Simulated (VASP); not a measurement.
# Ta (Cmcm) in VASP: notebook, part 2 of 2

VASP 6.6.1. The steps go on from the part before.

### 3 Single point, r2SCAN (strain -0.0200 x Voigt [0, 1, 0, 0, 0, 0])

POSCAR

```
Ta
1.0
    2.8879886106      0.0000000000      0.0000000000
   -1.4439943053      2.4510500726      0.0000000000
    0.0000000000      0.0000000000      5.1181138697
Ta
2
Direct
    0.6666666667      0.3333333333      0.7500000000
    0.3333333333      0.6666666667      0.2500000000
```

INCAR.step1

```
PREC = Accurate ; ENCUT = 520
ISMEAR = 0 ; SIGMA = 0.15
LREAL = False ; LASPH = True
NELM = 60 ; NBANDS = 18
GGA = PE ; ALGO = Normal
EDIFF = 1E-4 ; LWAVE = True
LCHARG = False
```

INCAR.step2

```
PREC = Accurate ; ENCUT = 520
EDIFF = 1E-6 ; ISMEAR = 0
SIGMA = 0.15 ; LREAL = False
LASPH = True ; NELM = 60
ALGO = Normal ; ISIF = 2
LWAVE = False ; LCHARG = False
METAGGA = R2SCAN ; LMIXTAU = True
NBANDS = 18 ; ISTART = 1
```

KPOINTS

```
Automatic mesh
0
Gamma
  24 24 12
```

Potentials or basis: VASP PAW PBE potentials, release 64 (Ta_pv).

Run with:

```sh
cat potpaw_PBE.64/Ta_pv/POTCAR > POTCAR
cp INCAR.step1 INCAR
mpirun -np 1 vasp_std > vasp.out
cp INCAR.step2 INCAR
mpirun -np 1 vasp_std > vasp.out
```

OUTCAR:

```text
PREC = Accurate
   ENCUT = 520
   EDIFF = 1E-6
   ISMEAR = 0
   LREAL = False
   LASPH = True
   NELM = 60
   ISIF = 2
   METAGGA = R2SCAN
   ISTART = 1

 ion  position               nearest neighbor table
   1  0.667  0.333  0.750-   2 3.04   2 3.04   2 3.05   2 3.05   2 3.05   2 3.05
   2  0.333  0.667  0.250-   1 3.04   1 3.04   1 3.05   1 3.05   1 3.05   1 3.05

  Warning from LATTYP: Monoclinic adjustment (A1->A3, A2->A1, A3->A2)!
  LATTYP: Found a base centered orthorhombic cell.
 ALAT       =     2.8879886106
 B/A-ratio  =     1.6974097914
 C/A-ratio  =     1.7722070824

  Lattice vectors:

 A1 = (   1.4439943053,  -2.4510500726,   0.0000000000)
 A2 = (   1.4439943053,   2.4510500726,   0.0000000000)
 A3 = (   0.0000000000,   0.0000000000,   5.1181138697)

Analysis of symmetry for initial positions (statically):
=====================================================================
 Subroutine PRICEL returns:
 Original cell was already a primitive cell.

 Routine SETGRP: Setting up the symmetry group for a
 base centered orthorhombic supercell.

[... 165 lines left out ...]
  free energy    TOTEN  =       -96.55155346 eV

  energy without entropy =      -96.52476812  energy(sigma->0) =      -96.53816079

 E-fermi :   5.7435     XC(G=0): -13.7165

 val. band max:        5.7430603565   @ k =   0.1667   0.2917   0.3333
 cond. band min:       5.7444308247   @ k =  -0.4167   0.1250   0.0000
 fundamental gap:      0.0013704682
 Fermi energy:         5.7434954027

 k-point     1 :       0.0000    0.0000    0.0000
  band No.  band energies     occupation
      1     -30.0197      2.00000
      2     -29.0578      2.00000
      3     -28.9362      2.00000
      4     -28.8910      2.00000
      5     -28.8436      2.00000
      6     -28.7983      2.00000
[... 481 lines left out ...]
      5     -29.1879      2.00000
      6     -29.0460      2.00000
[... 10 lines left out ...]
     17      12.9848      0.00000
     18      14.5572      0.00000

 [... further k-points ...]

------------------------ aborting loop because EDIFF is reached ----------------------------------------

  FORCE on cell =-STRESS in cart. coord.  units (eV):
  Direction    XX          YY          ZZ          XY          YZ          ZX
  --------------------------------------------------------------------------------------
  -------------------------------------------------------------------------------------
  Total        1.1287491      1.5208091      0.7098675      0.0000000      0.0000000      0.0000000
  in kB       49.9172225     67.2554820     31.3928148      0.0000000      0.0000000      0.0000000
  external PRESSURE =      49.5218398 kB  Pullay stress =       0.0000000 kB

 VOLUME and BASIS-vectors are now :
 -----------------------------------------------------------------------------
  energy-cutoff  :      520.00
  volume of cell :       36.23
      direct lattice vectors                 reciprocal lattice vectors
     2.887988611  0.000000000  0.000000000     0.346261753  0.203994201  0.000000000
    -1.443994305  2.451050073  0.000000000     0.000000000  0.407988401  0.000000000
     0.000000000  0.000000000  5.118113870     0.000000000  0.000000000  0.195384477

 POSITION                                       TOTAL-FORCE (eV/Angst)
 -----------------------------------------------------------------------------------
      1.44399      0.81702      3.83859        -0.000000      0.118317      0.000000
     -0.00000      1.63403      1.27953         0.000000     -0.118317      0.000000
 -----------------------------------------------------------------------------------
    total drift:                                0.000000     -0.000000      0.000000

  FREE ENERGIE OF THE ION-ELECTRON SYSTEM (eV)
  ---------------------------------------------------
  free  energy   TOTEN  =       -96.5515534610 eV

  energy  without entropy=      -96.5247681155  energy(sigma->0) =      -96.53816079
```

OSZICAR.step1:

```text
N       E                     dE             d eps       ncg     rms          rms(c)
DAV:   1     0.170984176760E+03    0.17098E+03   -0.12861E+04 39628   0.127E+03
DAV:   2    -0.196570729396E+02   -0.19064E+03   -0.18744E+03 48092   0.358E+02
DAV:   3    -0.238886954769E+02   -0.42316E+01   -0.41657E+01 47680   0.501E+01
DAV:   4    -0.239194462347E+02   -0.30751E-01   -0.30701E-01 44560   0.443E+00
DAV:   5    -0.239196637324E+02   -0.21750E-03   -0.21749E-03 44580   0.361E-01    0.188E+01
DAV:   6    -0.232635994053E+02    0.65606E+00   -0.68027E-01 44010   0.736E+00    0.929E+00
DAV:   7    -0.230511702608E+02    0.21243E+00   -0.62428E-01 45364   0.670E+00    0.504E-01
DAV:   8    -0.230485680630E+02    0.26022E-02   -0.10529E-02 43668   0.896E-01    0.145E-01
DAV:   9    -0.230485619426E+02    0.61204E-05   -0.26675E-04 44020   0.139E-01
   1 F= -.23048562E+02 E0= -.23034505E+02  d E =-.281134E-01
```

Run time: 68 min. Hardware: 1 thread of Oxide Virtual Turin-like, shared host; peak memory 0.62 GiB.

What came out:

```yaml
Free_energy: -96.5516 eV
Pressure: 5.0 GPa
Largest_force: 0.118 eV/Å
Band_gap_on_the_k_mesh: zero (bands 11 and 12 overlap by 2.52 eV)
```

Forces on the atoms (eV/Å):
```
Ta   0.000  0.118  0.000
Ta   0.000 -0.118  0.000
```

Stress tensor (GPa, compression positive):
```
4.99 0.00 0.00
0.00 6.73 0.00
0.00 0.00 3.14
```

Levels at points of the mesh, in eV from the Fermi level:
| k point | band 7 | band 8 | band 9 | band 10 | band 11 | band 12 | band 13 | band 14 | band 15 | band 16 |
| --- | --- | --- | --- | --- | --- | --- | --- | --- | --- | --- |
| (0.00, 0.00, 0.00) | -8.76 | -5.29 | -0.69 | -0.28 | 0.46 | 0.97 | 1.07 | 1.56 | 3.36 | 3.50 |
| (0.50, 0.00, 0.00) | -4.35 | -4.20 | -3.64 | -0.57 | -0.41 | 0.46 | 1.22 | 6.18 | 7.00 | 7.29 |
| (0.00, 0.50, 0.00) | -4.32 | -4.22 | -3.62 | -0.41 | -0.35 | 0.67 | 0.91 | 6.03 | 7.12 | 7.43 |
| (0.00, 0.00, 0.50) | -6.79 | -6.79 | -1.37 | -1.37 | 0.54 | 0.54 | 1.02 | 1.02 | 4.87 | 4.87 |
| (0.50, 0.00, 0.50) | -4.68 | -4.68 | -2.53 | -2.53 | 1.51 | 1.51 | 3.07 | 3.07 | 6.00 | 6.00 |
| (0.00, 0.50, 0.50) | -4.65 | -4.65 | -2.50 | -2.50 | 1.69 | 1.69 | 2.81 | 2.81 | 6.05 | 6.05 |

Caveat: the cell differs from its parent crystal (strain -0.0200 x Voigt [0, 1, 0, 0, 0, 0]); the cell stands under pressure; the PAW data sets were made with another functional, which shifts forces and pressure a little; spin-orbit coupling is left out, which moves the levels of the heavy elements.
